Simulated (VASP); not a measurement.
# TiN (Fm-3m) in VASP: further runs

TiN is run at these levels: PBE; tasks: single point, relaxation of cell and atoms.

Program: VASP 6.6.1. These are calculated values, not measurements. Logs are shortened: lines on timing, memory, paths and dates and some standing lists are left out, and cuts for length are marked.

**1. The cell of the first run**

It takes space group Fm-3m (No. 225, cubic). The conventional cell has a = 4.247 Å, b = 4.247 Å, c = 4.247 Å, α = 90.00°, β = 90.00°, γ = 90.00°. Within 2.8 Å of Ti (site symmetry m-3m) lie 6 N at 2.12 Å. Within 2.8 Å of N (site symmetry m-3m) lie 6 Ti at 2.12 Å.

**2. Single point, PBE**

Input file INCAR:

```
PREC = Accurate
ENCUT = 520
EDIFF = 1E-6
ISMEAR = 0
SIGMA = 0.1
LREAL = F
LASPH = T
NELM = 60
ALGO = Normal
ISIF = 2
LWAVE = F
LCHARG = F
GGA = PE
NBANDS = 25
ISYM = 0
```

Input file KPOINTS:

```
Automatic mesh
0
Gamma
  8 6 23
```

Input file POSCAR:

```
TiN
1.0
    4.2468499285      0.0000000000      0.0000000000
    0.0000000000      6.0059527662      0.0000000000
   -2.1234249642      1.5014881916      1.5014881916
Ti N
2 2
Direct
    0.0000000000      0.5000000000      0.0000000000
    0.0000000000      0.0000000000      0.0000000000
    0.5000000000      0.0000000000      0.0000000000
    0.5000000000      0.5000000000      0.0000000000
```

Potentials or basis: VASP PAW PBE potentials, release 64 (Ti_sv, N).

Started as:

```console
$ cat potpaw_PBE.64/Ti_sv/POTCAR potpaw_PBE.64/N/POTCAR > POTCAR
$ mpirun -np 1 vasp_std > vasp.out
```

OUTCAR:

```text
PREC = Accurate
   ENCUT = 520
   EDIFF = 1E-6
   ISMEAR = 0
   LREAL = F
   LASPH = T
   NELM = 60
   ISIF = 2
   GGA = PE
   ISYM = 0

 ion  position               nearest neighbor table
   1  0.000  0.500  0.000-   3 2.12   3 2.12   4 2.12   4 2.12   4 2.12   4 2.12
   2  0.000  0.000  0.000-   4 2.12   4 2.12   3 2.12   3 2.12   3 2.12   3 2.12
   3  0.500  0.000  0.000-   1 2.12   1 2.12   2 2.12   2 2.12   2 2.12   2 2.12
   4  0.500  0.500  0.000-   2 2.12   2 2.12   1 2.12   1 2.12   1 2.12   1 2.12

IMPORTANT INFORMATION: All symmetrisations will be switched off!
NOSYMM: (Re-)initialisation of all symmetry stuff for point group C_1.

----------------------------------------------------------------------------------------

                                     Primitive cell

  volume of cell :      38.2975

  direct lattice vectors                    reciprocal lattice vectors
     4.246849928  0.000000000  0.000000000     0.235468645  0.000000000  0.333002952
     0.000000000  6.005952766  0.000000000     0.000000000  0.166501476 -0.166501476
    -2.123424964  1.501488192  1.501488192     0.000000000  0.000000000  0.666005904

  length of vectors
     4.246849928  6.005952766  3.002976383     0.407843657  0.235468645  0.666005904

  position of ions in fractional coordinates (direct lattice)
     0.000000000  0.500000000  0.000000000
     0.000000000  0.000000000  0.000000000
     0.500000000  0.000000000  0.000000000
     0.500000000  0.500000000  0.000000000

  ion indices of the primitive-cell ions
   primitive index   ion index
                 1           1
                 2           2
                 3           3
                 4           4

----------------------------------------------------------------------------------------

 KPOINTS: Automatic mesh

Automatic generation of k-mesh.
 Grid dimensions read from file:
 generate k-points for:    8    6   23

 Generating k-lattice:

  Cartesian coordinates                     Fractional coordinates (reciprocal lattice)
     0.029433581  0.000000000  0.041625369     0.125000000  0.000000000  0.000000000
     0.000000000  0.027750246 -0.027750246     0.000000000  0.166666667  0.000000000
     0.000000000  0.000000000  0.028956778     0.000000000  0.000000000  0.043478261

  Length of vectors
     0.050980457  0.039244774  0.028956778
[... 72 lines left out ...]
   LSORBIT =      F    spin-orbit coupling
   LASPH  =      T    aspherical Exc in radial PAW
   ENCUT  =  520.0 eV  38.22 Ry    6.18 a.u.   7.90 11.17  5.58*2*pi/ulx,y,z
   NELM   =     60;   NELMIN=  2; NELMDL= -5     # of ELM steps
   EDIFF  = 0.1E-05   stopping-criterion for ELM
   LREAL  =      F    real-space projection
   EDIFFG = 0.1E-04   stopping-criterion for IOM
   NSW    =      0    number of steps for IOM
   IBRION =     -1    ionic relax: 0-MD 1-quasi-New 2-CG
   NFREE  =      0    steps in history (QN), initial steepest desc. (CG)
   ISIF   =      2    stress and relaxation
   ISYM   =      0    0-nonsym 1-usesym 2-fastsym
   POTIM  = 0.5000    time-step for ionic-motion
   TEBEG  =    0.0;   TEEND  =   0.0 temperature during run
   PSTRESS=    0.0 pullay stress
   NELECT =      34.0000    total number of electrons
   NUPDOWN=      -1.0000    fix difference up-down
   EMIN   =  10.00;   EMAX   =-10.00  energy-range for DOS
   EFERMI =   0.00;   METHOD = LEGACY
   ISMEAR =     0;   SIGMA  =   0.10  broadening in eV -4-tet -1-fermi 0-gaus
   EFERMI_NEDOS =   21; number of points for ismear=-14 and -15
   IALGO  =     38    algorithm
   IMIX   =      4    mixing-type and parameters
     AMIX     =   0.40;   BMIX     =  1.00
     AMIX_MAG =   1.60;   BMIX_MAG =  1.00
  volume/ion in A,a.u.               =       9.57        64.61
  Fermi-wavevector in a.u.,A,eV,Ry     =   1.573418  2.973330 33.683201  2.475645
  Thomas-Fermi vector in A             =   2.674706
   LORBIT       =      0    0 simple, 1 ext, 2 COOP (PROOUT), +10 PAW based schemes
   GGA     = PE    functional components
   LHFCALC =     F    Hartree Fock is set to
   AEXX    =    0.0000 exact exchange contribution
   IVDW    =     0    specifies the selected vdW correction
   LEPSILON=     F    determine dielectric tensor
   LRPA    =     F    only Hartree local field effects (RPA)
 non-spin polarized calculation
 Gauss-broadening in eV      SIGMA  =   0.10
  energy-cutoff  :      520.00
  volume of cell :       38.30
 maximum number of plane-waves:      1056
   NGX = 15   NGY = 23   NGZ = 11

 number of electron      34.0000004 magnetization

 Free energy of the ion-electron system (eV)
  ---------------------------------------------------
  ext. energy  EPLUGINS =         0.00000000
  ---------------------------------------------------
  free energy    TOTEN  =       -39.27586490 eV

  energy without entropy =      -39.26651275  energy(sigma->0) =      -39.27118883

 E-fermi :  11.4108     XC(G=0): -13.0000

 val. band max:       11.4102565704   @ k =   0.0000   0.3333   0.0870
 cond. band min:      11.4111466204   @ k =  -0.3750   0.1667   0.1304
 fundamental gap:      0.0008900501
 Fermi energy:        11.4107567629

 k-point     1 :       0.0000    0.0000    0.0000
  band No.  band energies     occupation
      1     -46.4767      2.00000
      2     -46.3511      2.00000
      3     -22.9824      2.00000
      4     -22.6626      2.00000
      5     -22.6612      2.00000
      6     -22.4605      2.00000
[... 661 lines left out ...]
     24      14.9468      0.00000
     25      15.1331      0.00000

 [... further k-points ...]

------------------------ aborting loop because EDIFF is reached ----------------------------------------

  FORCE on cell =-STRESS in cart. coord.  units (eV):
  Direction    XX          YY          ZZ          XY          YZ          ZX
  --------------------------------------------------------------------------------------
  -------------------------------------------------------------------------------------
  Total       -0.0274253      0.2229809      0.1745756     -0.0004577     -0.0510200     -0.0106338
  in kB       -1.1473359      9.3284075      7.3033722     -0.0191489     -2.1344240     -0.4448663
  external PRESSURE =       5.1614813 kB  Pullay stress =       0.0000000 kB

 VOLUME and BASIS-vectors are now :
 -----------------------------------------------------------------------------
  energy-cutoff  :      520.00
  volume of cell :       38.30
      direct lattice vectors                 reciprocal lattice vectors
     4.246849928  0.000000000  0.000000000     0.235468645  0.000000000  0.333002952
     0.000000000  6.005952766  0.000000000     0.000000000  0.166501476 -0.166501476
    -2.123424964  1.501488192  1.501488192     0.000000000  0.000000000  0.666005904

 POSITION                                       TOTAL-FORCE (eV/Angst)
 -----------------------------------------------------------------------------------
      0.00000      3.00298      0.00000         0.000009     -0.000009      0.000008
      0.00000      0.00000      0.00000        -0.000008      0.000009     -0.000009
      2.12342      0.00000      0.00000         0.000000      0.000000     -0.000001
      2.12342      3.00298      0.00000        -0.000001     -0.000000      0.000002
 -----------------------------------------------------------------------------------
    total drift:                               -0.000004      0.000001     -0.000001

  FREE ENERGIE OF THE ION-ELECTRON SYSTEM (eV)
  ---------------------------------------------------
  free  energy   TOTEN  =       -39.2758649035 eV

  energy  without entropy=      -39.2665127482  energy(sigma->0) =      -39.27118883
```

It took 7 min on 1 thread of Intel Xeon Platinum 8488C (Sapphire Rapids), shared host; peak memory 0.54 GiB.

The run converged, but its numbers aren't listed here, since they failed a check.

[end of part 1 of 2]
